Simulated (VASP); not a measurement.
# AlH6 (P4mm) in VASP: a series of runs

The runs below take AlH6 through single point, relaxation of cell and atoms, with PBE.

All numbers are computed with VASP 6.6.1; they aren't measurements. Logs are shortened: lines on timing, memory, paths and dates and some standing lists are left out, and cuts for length are marked.

**1. The cell of the first run**

The structure is tetragonal, space group P4mm (No. 99). The conventional cell has a = 3.540 Å, b = 3.540 Å, c = 8.515 Å, α = 90.00°, β = 90.00°, γ = 90.00°. Al (site symmetry 4mm) has 4 H at 1.78 Å within 2.4 Å. H (site symmetry m) has 1 H at 0.75 Å within 1.0 Å. Within 2.4 Å of H (site symmetry 2mm) lie 2 Al at 1.78 Å.

The cell was built from a structure type or drawn by symmetry, and may not be a known phase.

**2. Single point, PBE**

Input file INCAR:

```
SYSTEM = AlH6
  ALGO = Normal
  EDIFF = 1E-7
  ENCUT = 520
  GGA = PE
  ISIF = 2
  ISMEAR = 0
  LASPH = .True.
  LCHARG = .False.
  LREAL = .False.
  LWAVE = .False.
  NBANDS = 14
  NELM = 100
  PREC = Accurate
  SIGMA = 0.1
```

Input file KPOINTS:

```
k-points
0
Gamma
  10 10 6
  0 0 0
```

Input file POSCAR:

```
AlH6
1.0
    3.5402939388      0.0000000000      0.0000000000
    0.0000000000      3.5402939388      0.0000000000
    0.0000000000      0.0000000000      8.5152194902
Al H
1 6
Direct
    0.5000000000      0.5000000000      0.6045561128
    0.3947632331      0.0000000000      0.1171820617
    0.6052367669      0.0000000000      0.1171820617
    0.0000000000      0.3947632331      0.1171820617
    0.0000000000      0.6052367669      0.1171820617
    0.5000000000      0.0000000000      0.5839567951
    0.0000000000      0.5000000000      0.5839567951
```

Potentials or basis: VASP PAW PBE potentials, release 64 (Al, H).

Launch:

```console
> cat potpaw_PBE.64/Al/POTCAR potpaw_PBE.64/H/POTCAR > POTCAR
> mpirun -np 1 vasp_std > vasp.out
```

OUTCAR:

```text
SYSTEM = AlH6
   EDIFF = 1E-7
   ENCUT = 520
   GGA = PE
   ISIF = 2
   ISMEAR = 0
   LASPH = .True.
   LREAL = .False.
   NELM = 100
   PREC = Accurate

 ion  position               nearest neighbor table
   1  0.500  0.500  0.605-   6 1.78   7 1.78   6 1.78   7 1.78
   2  0.395  0.000  0.117-   3 0.75
   3  0.605  0.000  0.117-   2 0.75
   4  0.000  0.395  0.117-   5 0.75
   5  0.000  0.605  0.117-   4 0.75
   6  0.500  0.000  0.584-   1 1.78   1 1.78
   7  0.000  0.500  0.584-   1 1.78   1 1.78

  LATTYP: Found a simple tetragonal cell.
 ALAT       =     3.5402939388
 C/A-ratio  =     2.4052295198

  Lattice vectors:

 A1 = (   3.5402939388,   0.0000000000,   0.0000000000)
 A2 = (   0.0000000000,   3.5402939388,   0.0000000000)
 A3 = (   0.0000000000,   0.0000000000,   8.5152194902)

Analysis of symmetry for initial positions (statically):
=====================================================================
 Subroutine PRICEL returns:
 Original cell was already a primitive cell.

 Routine SETGRP: Setting up the symmetry group for a
 simple tetragonal supercell.

 Subroutine GETGRP returns: Found  8 space group operations
 (whereof  8 operations were pure point group operations)
 out of a pool of 16 trial point group operations.

The static configuration has the point symmetry C_4v.

Analysis of symmetry for dynamics (positions and initial velocities):
=====================================================================
 Subroutine PRICEL returns:
 Original cell was already a primitive cell.

 Routine SETGRP: Setting up the symmetry group for a
 simple tetragonal supercell.

 Subroutine GETGRP returns: Found  8 space group operations
 (whereof  8 operations were pure point group operations)
 out of a pool of 16 trial point group operations.

The dynamic configuration has the point symmetry C_4v.

 Subroutine INISYM returns: Found  8 space group operations
 (whereof  8 operations are pure point group operations),
 and found     1 'primitive' translations

----------------------------------------------------------------------------------------

                                     Primitive cell

  volume of cell :     106.7270

  direct lattice vectors                    reciprocal lattice vectors
     3.540293939  0.000000000  0.000000000     0.282462422  0.000000000  0.000000000
     0.000000000  3.540293939  0.000000000     0.000000000  0.282462422  0.000000000
     0.000000000  0.000000000  8.515219490     0.000000000  0.000000000  0.117436785

  length of vectors
     3.540293939  3.540293939  8.515219490     0.282462422  0.282462422  0.117436785

  position of ions in fractional coordinates (direct lattice)
     0.500000000  0.500000000  0.604556113
     0.394763233  0.000000000  0.117182062
     0.605236767  0.000000000  0.117182062
     0.000000000  0.394763233  0.117182062
     0.000000000  0.605236767  0.117182062
     0.500000000  0.000000000  0.583956795
     0.000000000  0.500000000  0.583956795

  ion indices of the primitive-cell ions
   primitive index   ion index
                 1           1
                 2           2
                 3           3
                 4           4
                 5           5
                 6           6
                 7           7

----------------------------------------------------------------------------------------

 KPOINTS: k-points

Automatic generation of k-mesh.
 Grid dimensions read from file:
 generate k-points for:   10   10    6

 Generating k-lattice:

  Cartesian coordinates                     Fractional coordinates (reciprocal lattice)
     0.028246242  0.000000000  0.000000000     0.100000000  0.000000000  0.000000000
     0.000000000  0.028246242  0.000000000     0.000000000  0.100000000  0.000000000
     0.000000000  0.000000000  0.019572797     0.000000000  0.000000000  0.166666667

  Length of vectors
     0.028246242  0.028246242  0.019572797

  Shift w.r.t. Gamma in fractional coordinates (k-lattice)
     0.000000000  0.000000000  0.000000000

 Subroutine IBZKPT returns following result:
 ===========================================

 Found     84 irreducible k-points:

 Following reciprocal coordinates:
            Coordinates               Weight
  0.000000  0.000000  0.000000      1.000000
  0.100000  0.000000  0.000000      4.000000
  0.200000  0.000000  0.000000      4.000000
  0.300000  0.000000  0.000000      4.000000
  0.400000  0.000000  0.000000      4.000000
  0.500000  0.000000  0.000000      2.000000
[... 16 lines left out ...]
  0.100000  0.000000  0.166667      8.000000
  0.200000  0.000000  0.166667      8.000000
 [... further k-points ...]
   k-points           NKPTS =     84   k-points in BZ     NKDIM =     84   number of bands    NBANDS=     14
   number of dos      NEDOS =    301   number of ions     NIONS =      7
   total plane-waves  NPLWV =  50176
   dimension x,y,z NGX =    28 NGY =   28 NGZ =   64
   dimension x,y,z NGXF=    56 NGYF=   56 NGZF=  128
   ions per type =               1   6
   NGX,Y,Z   is equivalent  to a cutoff of  13.15, 13.15, 12.49 a.u.
   NGXF,Y,Z  is equivalent  to a cutoff of  26.30, 26.30, 24.99 a.u.
 SYSTEM =  AlH6
   PREC   = accura    normal or accurate (medium, high low for compatibility)
   ISTART =      0    job   : 0-new  1-cont  2-samecut
   ICHARG =      2    charge: 1-file 2-atom 10-const
   ISPIN  =      1    spin polarized calculation?
   LNONCOLLINEAR =      F non collinear calculations
   LSORBIT =      F    spin-orbit coupling
   LASPH  =      T    aspherical Exc in radial PAW
   ENCUT  =  520.0 eV  38.22 Ry    6.18 a.u.   6.58  6.58 15.83*2*pi/ulx,y,z
   NELM   =    100;   NELMIN=  2; NELMDL= -5     # of ELM steps
   EDIFF  = 0.1E-06   stopping-criterion for ELM
   LREAL  =      F    real-space projection
   EDIFFG = 0.1E-05   stopping-criterion for IOM
   NSW    =      0    number of steps for IOM
   IBRION =     -1    ionic relax: 0-MD 1-quasi-New 2-CG
   NFREE  =      0    steps in history (QN), initial steepest desc. (CG)
   ISIF   =      2    stress and relaxation
   ISYM   =      2    0-nonsym 1-usesym 2-fastsym
   POTIM  = 0.5000    time-step for ionic-motion
   TEBEG  =    0.0;   TEEND  =   0.0 temperature during run
   PSTRESS=    0.0 pullay stress
   NELECT =       9.0000    total number of electrons
   NUPDOWN=      -1.0000    fix difference up-down
   EMIN   =  10.00;   EMAX   =-10.00  energy-range for DOS
   EFERMI =   0.00;   METHOD = LEGACY
   ISMEAR =     0;   SIGMA  =   0.10  broadening in eV -4-tet -1-fermi 0-gaus
   EFERMI_NEDOS =   21; number of points for ismear=-14 and -15
   IALGO  =     38    algorithm
   IMIX   =      4    mixing-type and parameters
     AMIX     =   0.40;   BMIX     =  1.00
     AMIX_MAG =   1.60;   BMIX_MAG =  1.00
  volume/ion in A,a.u.               =      15.25       102.89
  Fermi-wavevector in a.u.,A,eV,Ry     =   0.717900  1.356635  7.012183  0.515381
  Thomas-Fermi vector in A             =   1.806700
   LORBIT       =      0    0 simple, 1 ext, 2 COOP (PROOUT), +10 PAW based schemes
   GGA     = PE    functional components
   LHFCALC =     F    Hartree Fock is set to
   AEXX    =    0.0000 exact exchange contribution
   IVDW    =     0    specifies the selected vdW correction
   LEPSILON=     F    determine dielectric tensor
   LRPA    =     F    only Hartree local field effects (RPA)
 non-spin polarized calculation
 Gauss-broadening in eV      SIGMA  =   0.10
  energy-cutoff  :      520.00
  volume of cell :      106.73
 maximum number of plane-waves:      2927
 NGX is ok and might be reduce to    28
   NGX = 13   NGY = 13   NGZ = 31

 number of electron       9.0000003 magnetization

 Free energy of the ion-electron system (eV)
  ---------------------------------------------------
  ext. energy  EPLUGINS =         0.00000000
  ---------------------------------------------------
  free energy    TOTEN  =       -22.32064048 eV

  energy without entropy =      -22.31668795  energy(sigma->0) =      -22.31866421

 E-fermi :  -0.6016     XC(G=0):  -5.7395

 val. band max:       -0.6032167562   @ k =   0.2000   0.2000   0.3333
 cond. band min:      -0.5810253904   @ k =   0.3000   0.0000   0.1667
 fundamental gap:      0.0221913658
 Fermi energy:        -0.6015763645

 k-point     1 :       0.0000    0.0000    0.0000
  band No.  band energies     occupation
      1      -9.7539      2.00000
      2      -9.5675      2.00000
      3      -5.4640      2.00000
      4      -2.9646      2.00000
      5      -1.5122      2.00000
      6       2.6387      0.00000
      7       3.0770      0.00000
      8       3.0770      0.00000
      9       3.7318      0.00000
     10       6.3067      0.00000
     11       6.3067      0.00000
     12       6.4631      0.00000
     13      10.1571      0.00000
     14      10.1572      0.00000

 k-point     2 :       0.1000    0.0000    0.0000
  band No.  band energies     occupation
      1      -9.6594      2.00000
      2      -9.4755      2.00000
      3      -5.5859      2.00000
      4      -3.2367      2.00000
      5      -1.4081      2.00000
      6       2.4379      0.00000
      7       3.1602      0.00000
      8       3.2420      0.00000
      9       3.8352      0.00000
     10       6.0244      0.00000
     11       6.3959      0.00000
     12       7.0609      0.00000
     13       8.3881      0.00000
     14      10.3888      0.00000
[... 343 lines left out ...]
      1      -9.6487      2.00000
      2      -9.4874      2.00000
      3      -5.5859      2.00000
      4      -3.2368      2.00000
      5      -1.3670      2.00000
      6       2.2020      0.00000
      7       3.0095      0.00000
      8       3.1609      0.00000
      9       4.4416      0.00000
     10       6.0095      0.00000
     11       6.3883      0.00000
     12       7.0309      0.00000
     13       8.4546      0.00000
     14      10.0130      0.00000

 k-point    24 :       0.2000    0.0000    0.1667
  band No.  band energies     occupation
      1      -9.3771      2.00000
      2      -9.2075      2.00000
      3      -5.9363      2.00000
      4      -3.9659      2.00000
      5      -1.0622      2.00000
      6       2.1487      0.00000
      7       3.1710      0.00000
      8       3.3999      0.00000
      9       4.7278      0.00000
     10       5.5640      0.00000
     11       6.6457      0.00000
     12       6.6631      0.00000
     13       8.2235      0.00000
     14       9.8117      0.00000

 [... further k-points ...]

------------------------ aborting loop because EDIFF is reached ----------------------------------------

  FORCE on cell =-STRESS in cart. coord.  units (eV):
  Direction    XX          YY          ZZ          XY          YZ          ZX
  --------------------------------------------------------------------------------------
  -------------------------------------------------------------------------------------
  Total       -0.1031207     -0.1031207     -0.0612757      0.0000000      0.0000000      0.0000000
  in kB       -1.5480395     -1.5480395     -0.9198654      0.0000000      0.0000000      0.0000000
  external PRESSURE =      -1.3386482 kB  Pullay stress =       0.0000000 kB

 VOLUME and BASIS-vectors are now :
 -----------------------------------------------------------------------------
  energy-cutoff  :      520.00
  volume of cell :      106.73
      direct lattice vectors                 reciprocal lattice vectors
     3.540293939  0.000000000  0.000000000     0.282462422  0.000000000  0.000000000
     0.000000000  3.540293939  0.000000000     0.000000000  0.282462422  0.000000000
     0.000000000  0.000000000  8.515219490     0.000000000  0.000000000  0.117436785

 POSITION                                       TOTAL-FORCE (eV/Angst)
 -----------------------------------------------------------------------------------
      1.77015      1.77015      5.14793        -0.000000     -0.000000     -0.000459
      1.39758      0.00000      0.99783         0.013087     -0.000000     -0.000043
      2.14272      0.00000      0.99783        -0.013087      0.000000     -0.000043
      0.00000      1.39758      0.99783        -0.000000      0.013087     -0.000043
      0.00000      2.14272      0.99783        -0.000000     -0.013087     -0.000043
      1.77015      0.00000      4.97252        -0.000000     -0.000000      0.000316
      0.00000      1.77015      4.97252        -0.000000      0.000000      0.000316
 -----------------------------------------------------------------------------------
    total drift:                                0.000000      0.000000     -0.000120

  FREE ENERGIE OF THE ION-ELECTRON SYSTEM (eV)
  ---------------------------------------------------
  free  energy   TOTEN  =       -22.3206404802 eV

  energy  without entropy=      -22.3166879494  energy(sigma->0) =      -22.31866421
```

It took 3.1 min on 1 thread of Intel Xeon 8259CL, shared host; peak memory 0.27 GiB.

What came out:

```
Free energy            : -22.3206 eV
Pressure               : -0.1 GPa
Largest force          : 0.013 eV/Å
Band gap on the k mesh : zero (an odd number of electrons rules out a gap without spin polarisation)
```

Forces on the atoms (eV/Å):
```
Al   0.000  0.000  0.000
H    0.013  0.000  0.000
H   -0.013  0.000  0.000
H    0.000  0.013  0.000
H    0.000 -0.013  0.000
H    0.000  0.000  0.000
H    0.000  0.000  0.000
```

(Continued in part 2 of 2.)
